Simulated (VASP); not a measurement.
# BiTe (R-3m) in VASP: further runs

The runs below take BiTe through single point, with r2SCAN.

All numbers are computed with VASP 6.6.1; they aren't measurements. Logs are shortened: lines on timing, memory, paths and dates and some standing lists are left out, and cuts for length are marked.

## (1) The cell of the first run

The structure is trigonal, space group R-3m (No. 166). Conventional cell: a = 4.813 Å, b = 4.813 Å, c = 9.885 Å, α = 90.00°, β = 90.00°, γ = 120.00°. Bi (site symmetry -3m) has 6 Te at 3.23 Å within 4.2 Å. Within 4.2 Å of Te (site symmetry -3m) lie 6 Bi at 3.23 Å.

## (2) Single point, r2SCAN

Contents of POSCAR:

```
BiTe
1.0
    2.4064474992      1.3893631114      3.2950275793
   -2.4064474992      1.3893631114      3.2950275793
    0.0000000000     -2.7787262229      3.2950275793
Bi Te
1 1
Direct
    0.5000000000      0.5000000000      0.5000000000
    0.0000000000      0.0000000000      0.0000000000
```

Contents of INCAR.step1:

```
ALGO = Normal ; EDIFF = 1E-4
ENCUT = 520 ; GGA = PE
ISMEAR = -1 ; LASPH = True
LCHARG = False ; LREAL = False
LWAVE = True ; NBANDS = 18
NELM = 80 ; PREC = Accurate
SIGMA = 0.05
```

Contents of INCAR.step2:

```
ALGO = Normal ; EDIFF = 1E-6
ENCUT = 520 ; ISIF = 2
ISMEAR = -1 ; ISTART = 1
LASPH = True ; LCHARG = False
LMIXTAU = True ; LREAL = False
LWAVE = False ; METAGGA = R2SCAN
NBANDS = 18 ; NELM = 80
PREC = Accurate ; SIGMA = 0.05
```

Contents of KPOINTS:

```
k-points
0
Gamma
  7 7 7
```

Potentials or basis: VASP PAW PBE potentials, release 64 (Bi_d, Te).

Started as:

```bash
cat potpaw_PBE.64/Bi_d/POTCAR potpaw_PBE.64/Te/POTCAR > POTCAR
cp INCAR.step1 INCAR
mpirun -np 1 vasp_std > vasp.out
cp INCAR.step2 INCAR
mpirun -np 1 vasp_std > vasp.out
```

OUTCAR:

```text
EDIFF = 1E-6
   ENCUT = 520
   ISIF = 2
   ISMEAR = -1
   ISTART = 1
   LASPH = True
   LREAL = False
   METAGGA = R2SCAN
   NELM = 80
   PREC = Accurate

 ion  position               nearest neighbor table
   1  0.500  0.500  0.500-   2 3.23   2 3.23   2 3.23   2 3.23   2 3.23   2 3.23
   2  0.000  0.000  0.000-   1 3.23   1 3.23   1 3.23   1 3.23   1 3.23   1 3.23

  LATTYP: Found a trigonal (rhomboedric) cell.
 ALAT       =     4.3102814491
 COS(alpha) =     0.3765932224

  Lattice vectors:

 A1 = (   2.4064474992,   1.3893631114,   3.2950275793)
 A2 = (  -2.4064474992,   1.3893631114,   3.2950275793)
 A3 = (   0.0000000000,  -2.7787262229,   3.2950275793)

Analysis of symmetry for initial positions (statically):
=====================================================================
 Subroutine PRICEL returns:
 Original cell was already a primitive cell.

 Routine SETGRP: Setting up the symmetry group for a
 trigonal (rhombohedral) supercell.

 Subroutine GETGRP returns: Found 12 space group operations
 (whereof 12 operations were pure point group operations)
 out of a pool of 12 trial point group operations.

The static configuration has the point symmetry D_3d.

Analysis of symmetry for dynamics (positions and initial velocities):
=====================================================================
 Subroutine PRICEL returns:
 Original cell was already a primitive cell.

 Routine SETGRP: Setting up the symmetry group for a
 trigonal (rhombohedral) supercell.

 Subroutine GETGRP returns: Found 12 space group operations
 (whereof 12 operations were pure point group operations)
 out of a pool of 12 trial point group operations.

The dynamic configuration has the point symmetry D_3d.

 Subroutine INISYM returns: Found 12 space group operations
 (whereof 12 operations are pure point group operations),
 and found     1 'primitive' translations

----------------------------------------------------------------------------------------

                                     Primitive cell

  volume of cell :      66.1002

  direct lattice vectors                    reciprocal lattice vectors
     2.406447499  1.389363111  3.295027579     0.207775154  0.119959041  0.101162532
    -2.406447499  1.389363111  3.295027579    -0.207775154  0.119959041  0.101162532
     0.000000000 -2.778726223  3.295027579     0.000000000 -0.239918082  0.101162532

  length of vectors
     4.310281449  4.310281449  4.310281449     0.260373855  0.260373855  0.260373855

  position of ions in fractional coordinates (direct lattice)
     0.500000000  0.500000000  0.500000000
     0.000000000  0.000000000  0.000000000

  ion indices of the primitive-cell ions
   primitive index   ion index
                 1           1
                 2           2

----------------------------------------------------------------------------------------

 KPOINTS: k-points

Automatic generation of k-mesh.
 Grid dimensions read from file:
 generate k-points for:    7    7    7

 Generating k-lattice:

  Cartesian coordinates                     Fractional coordinates (reciprocal lattice)
     0.029682165  0.017137006  0.014451790     0.142857143 -0.000000000  0.000000000
    -0.029682165  0.017137006  0.014451790    -0.000000000  0.142857143  0.000000000
     0.000000000 -0.034274012  0.014451790     0.000000000  0.000000000  0.142857143

  Length of vectors
     0.037196265  0.037196265  0.037196265

  Shift w.r.t. Gamma in fractional coordinates (k-lattice)
     0.000000000  0.000000000  0.000000000

 Subroutine IBZKPT returns following result:
 ===========================================

 Found     44 irreducible k-points:

 Following reciprocal coordinates:
            Coordinates               Weight
  0.000000  0.000000  0.000000      1.000000
  0.142857 -0.000000 -0.000000      6.000000
  0.285714 -0.000000 -0.000000      6.000000
  0.428571 -0.000000  0.000000      6.000000
  0.142857  0.142857 -0.000000      6.000000
  0.285714  0.142857 -0.000000     12.000000
[... 16 lines left out ...]
  0.285714  0.285714  0.142857      6.000000
  0.428571  0.285714  0.142857     12.000000
 [... further k-points ...]
   k-points           NKPTS =     44   k-points in BZ     NKDIM =     44   number of bands    NBANDS=     18
   number of dos      NEDOS =    301   number of ions     NIONS =      2
   total plane-waves  NPLWV =  32768
   dimension x,y,z NGX =    32 NGY =   32 NGZ =   32
   dimension x,y,z NGXF=    64 NGYF=   64 NGZF=   64
   ions per type =               1   1
   NGX,Y,Z   is equivalent  to a cutoff of  12.34, 12.34, 12.34 a.u.
   NGXF,Y,Z  is equivalent  to a cutoff of  24.68, 24.68, 24.68 a.u.
 SYSTEM =  unknown system
   PREC   = accura    normal or accurate (medium, high low for compatibility)
   ISTART =      1    job   : 0-new  1-cont  2-samecut
   ICHARG =      0    charge: 1-file 2-atom 10-const
   ISPIN  =      1    spin polarized calculation?
   LNONCOLLINEAR =      F non collinear calculations
   LSORBIT =      F    spin-orbit coupling
   LASPH  =      T    aspherical Exc in radial PAW
   ENCUT  =  520.0 eV  38.22 Ry    6.18 a.u.   8.01  8.01  8.01*2*pi/ulx,y,z
   NELM   =     80;   NELMIN=  2; NELMDL=  0     # of ELM steps
   EDIFF  = 0.1E-05   stopping-criterion for ELM
   LREAL  =      F    real-space projection
   EDIFFG = 0.1E-04   stopping-criterion for IOM
   NSW    =      0    number of steps for IOM
   IBRION =     -1    ionic relax: 0-MD 1-quasi-New 2-CG
   NFREE  =      0    steps in history (QN), initial steepest desc. (CG)
   ISIF   =      2    stress and relaxation
   ISYM   =      2    0-nonsym 1-usesym 2-fastsym
   POTIM  = 0.5000    time-step for ionic-motion
   TEBEG  =    0.0;   TEEND  =   0.0 temperature during run
   PSTRESS=    0.0 pullay stress
   NELECT =      21.0000    total number of electrons
   NUPDOWN=      -1.0000    fix difference up-down
   EMIN   =  10.00;   EMAX   =-10.00  energy-range for DOS
   EFERMI =   0.00;   METHOD = LEGACY
   ISMEAR =    -1;   SIGMA  =   0.05  broadening in eV -4-tet -1-fermi 0-gaus
   EFERMI_NEDOS =   21; number of points for ismear=-14 and -15
   IALGO  =     38    algorithm
   IMIX   =      4    mixing-type and parameters
     AMIX     =   0.40;   BMIX     =  1.00
     AMIX_MAG =   1.60;   BMIX_MAG =  1.00
  volume/ion in A,a.u.               =      33.05       223.03
  Fermi-wavevector in a.u.,A,eV,Ry     =   1.117070  2.110956 16.977971  1.247846
  Thomas-Fermi vector in A             =   2.253690
   LORBIT       =      0    0 simple, 1 ext, 2 COOP (PROOUT), +10 PAW based schemes
   METAGGA = R2SCAN    functional components
   LHFCALC =     F    Hartree Fock is set to
   AEXX    =    0.0000 exact exchange contribution
   IVDW    =     0    specifies the selected vdW correction
   LEPSILON=     F    determine dielectric tensor
   LRPA    =     F    only Hartree local field effects (RPA)
 non-spin polarized calculation
  energy-cutoff  :      520.00
  volume of cell :       66.10
 maximum number of plane-waves:      1800
   NGX = 17   NGY = 17   NGZ = 17

 number of electron      21.0000002 magnetization

 Free energy of the ion-electron system (eV)
  ---------------------------------------------------
  ext. energy  EPLUGINS =         0.00000000
  ---------------------------------------------------
  free energy    TOTEN  =       -84.02547312 eV

  energy without entropy =      -84.01280590  energy(sigma->0) =      -84.01913951

 E-fermi :   6.8845     XC(G=0): -10.1333

 val. band max:        6.8121043988   @ k =  -0.4286   0.1429   0.1429
 cond. band min:       6.9016474430   @ k =  -0.4286   0.2857   0.2857
 fundamental gap:      0.0895430443
 Fermi energy:         6.8844785993

 k-point     1 :       0.0000    0.0000    0.0000
  band No.  band energies     occupation
      1     -17.1453      2.00000
      2     -17.1453      2.00000
      3     -17.1231      2.00000
      4     -17.1231      2.00000
      5     -17.1011      2.00000
      6      -7.3865      2.00000
[... 10 lines left out ...]
     17      14.0087      0.00000
     18      14.0916      0.00000

 k-point     2 :       0.1429   -0.0000   -0.0000
  band No.  band energies     occupation
      1     -17.1454      2.00000
      2     -17.1450      2.00000
      3     -17.1244      2.00000
      4     -17.1215      2.00000
      5     -17.1007      2.00000
      6      -7.1980      2.00000
[... 10 lines left out ...]
     17      14.7990      0.00000
     18      15.0454      0.00000

 k-point     3 :       0.2857   -0.0000   -0.0000
  band No.  band energies     occupation
      1     -17.1458      2.00000
      2     -17.1446      2.00000
      3     -17.1268      2.00000
      4     -17.1180      2.00000
      5     -17.0990      2.00000
      6      -6.6412      2.00000
[... 10 lines left out ...]
     17      16.2319      0.00000
     18      16.9467      0.00000

 k-point     4 :       0.4286   -0.0000    0.0000
  band No.  band energies     occupation
      1     -17.1464      2.00000
      2     -17.1446      2.00000
      3     -17.1282      2.00000
      4     -17.1158      2.00000
      5     -17.0969      2.00000
      6      -5.7510      2.00000
[... 10 lines left out ...]
     17      15.8939      0.00000
     18      17.2233      0.00000

 k-point     5 :       0.1429    0.1429   -0.0000
  band No.  band energies     occupation
      1     -17.1467      2.00000
      2     -17.1444      2.00000
      3     -17.1242      2.00000
      4     -17.1199      2.00000
      5     -17.1008      2.00000
      6      -7.1219      2.00000
[... 10 lines left out ...]
     17      14.2897      0.00000
     18      14.3538      0.00000

 k-point     6 :       0.2857    0.1429   -0.0000
  band No.  band energies     occupation
      1     -17.1479      2.00000
      2     -17.1439      2.00000
      3     -17.1258      2.00000
      4     -17.1163      2.00000
      5     -17.0996      2.00000
      6      -6.6838      2.00000
[... 307 lines left out ...]
 k-point    21 :      -0.2857    0.1429    0.1429
  band No.  band energies     occupation
      1     -17.1482      2.00000
      2     -17.1431      2.00000
      3     -17.1233      2.00000
      4     -17.1187      2.00000
      5     -17.0988      2.00000
      6      -5.9856      2.00000
[... 10 lines left out ...]
     17      15.8418      0.00000
     18      15.9223      0.00000

 k-point    22 :      -0.1429    0.1429    0.1429
  band No.  band energies     occupation
      1     -17.1475      2.00000
      2     -17.1428      2.00000
      3     -17.1232      2.00000
      4     -17.1213      2.00000
      5     -17.0998      2.00000
      6      -6.7269      2.00000
[... 10 lines left out ...]
     17      15.0734      0.00000
     18      15.2891      0.00000

 k-point    23 :       0.2857    0.2857    0.1429
  band No.  band energies     occupation
      1     -17.1500      2.00000
      2     -17.1459      2.00000
      3     -17.1212      2.00000
      4     -17.1124      2.00000
      5     -17.1013      2.00000
      6      -6.5944      2.00000
[... 10 lines left out ...]
     17      16.3098      0.00000
     18      16.3546      0.00000

 k-point    24 :       0.4286    0.2857    0.1429
  band No.  band energies     occupation
      1     -17.1515      2.00000
      2     -17.1457      2.00000
      3     -17.1220      2.00000
      4     -17.1099      2.00000
      5     -17.0998      2.00000
      6      -6.0585      2.00000
[... 10 lines left out ...]
     17      16.5310      0.00000
     18      17.8587      0.00000

 [... further k-points ...]
[... 5 lines left out ...]
  --------------------------------------------------------------------------------------
  -------------------------------------------------------------------------------------
  Total        0.1866732      0.1866732      0.1313452     -0.0000000     -0.0000000      0.0000000
  in kB        4.5247037      4.5247037      3.1836273     -0.0000000     -0.0000000      0.0000000
  external PRESSURE =       4.0776783 kB  Pullay stress =       0.0000000 kB

 VOLUME and BASIS-vectors are now :
 -----------------------------------------------------------------------------
  energy-cutoff  :      520.00
  volume of cell :       66.10
      direct lattice vectors                 reciprocal lattice vectors
     2.406447499  1.389363111  3.295027579     0.207775154  0.119959041  0.101162532
    -2.406447499  1.389363111  3.295027579    -0.207775154  0.119959041  0.101162532
     0.000000000 -2.778726223  3.295027579     0.000000000 -0.239918082  0.101162532

 POSITION                                       TOTAL-FORCE (eV/Angst)
 -----------------------------------------------------------------------------------
      0.00000     -0.00000      4.94254         0.000000     -0.000000     -0.000000
      0.00000      0.00000      0.00000        -0.000000      0.000000      0.000000
 -----------------------------------------------------------------------------------
    total drift:                               -0.000000      0.000000     -0.000000

  FREE ENERGIE OF THE ION-ELECTRON SYSTEM (eV)
  ---------------------------------------------------
  free  energy   TOTEN  =       -84.0254731194 eV

  energy  without entropy=      -84.0128059023  energy(sigma->0) =      -84.01913951
```

It took 2.5 min on 1 thread of Intel Xeon 8259CL, shared host; peak memory 0.22 GiB.

Results:

```yaml
Free_energy: -84.0255 eV
Pressure: 0.4 GPa
```

Levels at points of the mesh, in eV from the Fermi level:
| k point | band 7 | band 8 | band 9 | band 10 | band 11 | band 12 | band 13 | band 14 |
| --- | --- | --- | --- | --- | --- | --- | --- | --- |
| (0.00, 0.00, 0.00) | -8.41 | -3.26 | -3.26 | -1.88 | 1.92 | 2.68 | 2.68 | 4.35 |

Caveat: the PAW data sets were made with another functional, which shifts forces and pressure a little; spin-orbit coupling is left out, which moves the levels of the heavy elements.

## (3) Single point, r2SCAN

This run uses another cell than the first one, of 33.72 Å³/atom, 1.020 times its volume.

Contents of POSCAR:

```
BiTe
1.0
    2.4227077728      1.3987509848      3.3172919545
   -2.4227077728      1.3987509848      3.3172919545
    0.0000000000     -2.7975019696      3.3172919545
Bi Te
1 1
Direct
    0.5000000000      0.5000000000      0.5000000000
    0.0000000000      0.0000000000      0.0000000000
```

Contents of INCAR.step1:

```
  ALGO = Normal
  EDIFF = 1E-4
  ENCUT = 520
  GGA = PE
  ISMEAR = -1
  LASPH = T
  LCHARG = F
  LREAL = F
  LWAVE = T
  NBANDS = 18
  NELM = 100
  PREC = Accurate
  SIGMA = 0.05
```

Contents of INCAR.step2:

```
  ALGO = Normal
  EDIFF = 1E-6
  ENCUT = 520
  ISIF = 2
  ISMEAR = -1
  ISTART = 1
  LASPH = T
  LCHARG = F
  LMIXTAU = T
  LREAL = F
  LWAVE = F
  METAGGA = R2SCAN
  NBANDS = 18
  NELM = 100
  PREC = Accurate
  SIGMA = 0.05
```

KPOINTS is that of step 2.

Potentials or basis: VASP PAW PBE potentials, release 64 (Bi_d, Te).

Started as:

```bash
cat potpaw_PBE.64/Bi_d/POTCAR potpaw_PBE.64/Te/POTCAR > POTCAR
cp INCAR.step1 INCAR
mpirun -np 1 vasp_std > vasp.out
cp INCAR.step2 INCAR
mpirun -np 1 vasp_std > vasp.out
```

OUTCAR:

```text
EDIFF = 1E-6
   ENCUT = 520
   ISIF = 2
   ISMEAR = -1
   ISTART = 1
   LASPH = T
   LREAL = F
   METAGGA = R2SCAN
   NELM = 100
   PREC = Accurate

 ion  position               nearest neighbor table
   1  0.500  0.500  0.500-   2 3.25   2 3.25   2 3.25   2 3.25   2 3.25   2 3.25
   2  0.000  0.000  0.000-   1 3.25   1 3.25   1 3.25   1 3.25   1 3.25   1 3.25

  LATTYP: Found a trigonal (rhomboedric) cell.
 ALAT       =     4.3394058558
 COS(alpha) =     0.3765932224

  Lattice vectors:

 A1 = (   2.4227077728,   1.3987509848,   3.3172919545)
[... 672 lines left out ...]
      5     -17.3430      2.00000
      6      -6.2010      2.00000
[... 10 lines left out ...]
     17      16.2353      0.00000
     18      17.4900      0.00000

 [... further k-points ...]
[... 5 lines left out ...]
  --------------------------------------------------------------------------------------
  -------------------------------------------------------------------------------------
  Total       -0.2862638     -0.2862638     -0.2220668     -0.0000000     -0.0000000      0.0000000
  in kB       -6.7998704     -6.7998704     -5.2749441     -0.0000000     -0.0000000      0.0000000
  external PRESSURE =      -6.2915616 kB  Pullay stress =       0.0000000 kB

 VOLUME and BASIS-vectors are now :
 -----------------------------------------------------------------------------
  energy-cutoff  :      520.00
  volume of cell :       67.45
      direct lattice vectors                 reciprocal lattice vectors
     2.422707773  1.398750985  3.317291954     0.206380648  0.119153923  0.100483568
    -2.422707773  1.398750985  3.317291954    -0.206380648  0.119153923  0.100483568
     0.000000000 -2.797501970  3.317291954     0.000000000 -0.238307845  0.100483568

 POSITION                                       TOTAL-FORCE (eV/Angst)
 -----------------------------------------------------------------------------------
      0.00000      0.00000      4.97594        -0.000000     -0.000000     -0.000000
      0.00000      0.00000      0.00000         0.000000      0.000000      0.000000
 -----------------------------------------------------------------------------------
    total drift:                               -0.000000      0.000000     -0.000000

  FREE ENERGIE OF THE ION-ELECTRON SYSTEM (eV)
  ---------------------------------------------------
  free  energy   TOTEN  =       -84.0248092117 eV

  energy  without entropy=      -84.0122347756  energy(sigma->0) =      -84.01852199
```

OUTCAR.step1:

```text
EDIFF = 1E-4
   ENCUT = 520
   GGA = PE
   ISMEAR = -1
   LASPH = T
   LREAL = F
[... 723 lines left out ...]
 -----------------------------------------------------------------------------------
      0.00000      0.00000      4.97594         0.000000      0.000000      0.000000
      0.00000      0.00000      0.00000        -0.000000     -0.000000     -0.000000
 -----------------------------------------------------------------------------------
    total drift:                               -0.000000      0.000000     -0.000000

  FREE ENERGIE OF THE ION-ELECTRON SYSTEM (eV)
  ---------------------------------------------------
  free  energy   TOTEN  =        -7.1746446601 eV

  energy  without entropy=       -7.1625812875  energy(sigma->0) =       -7.16861297
```

Wall time 2.6 min (1 thread of Intel Xeon 8259CL, shared host); peak memory 0.22 GiB.

Results:

| Property | Result |
| --- | --- |
| Free energy | -84.0248 eV |
| Pressure | -0.6 GPa |

Stress tensor (GPa, compression positive):
```
-0.68  0.00  0.00
 0.00 -0.68  0.00
 0.00  0.00 -0.53
```

Levels at points of the mesh, in eV from the Fermi level:
| k point | band 8 | band 9 | band 10 | band 11 | band 12 | band 13 |
| --- | --- | --- | --- | --- | --- | --- |
| (0.00, 0.00, 0.00) | -3.19 | -3.19 | -1.84 | 1.88 | 2.63 | 2.63 |

Caveat: the PAW data sets were made with another functional, which shifts forces and pressure a little; spin-orbit coupling is left out, which moves the levels of the heavy elements.

[end of part 1 of 2]
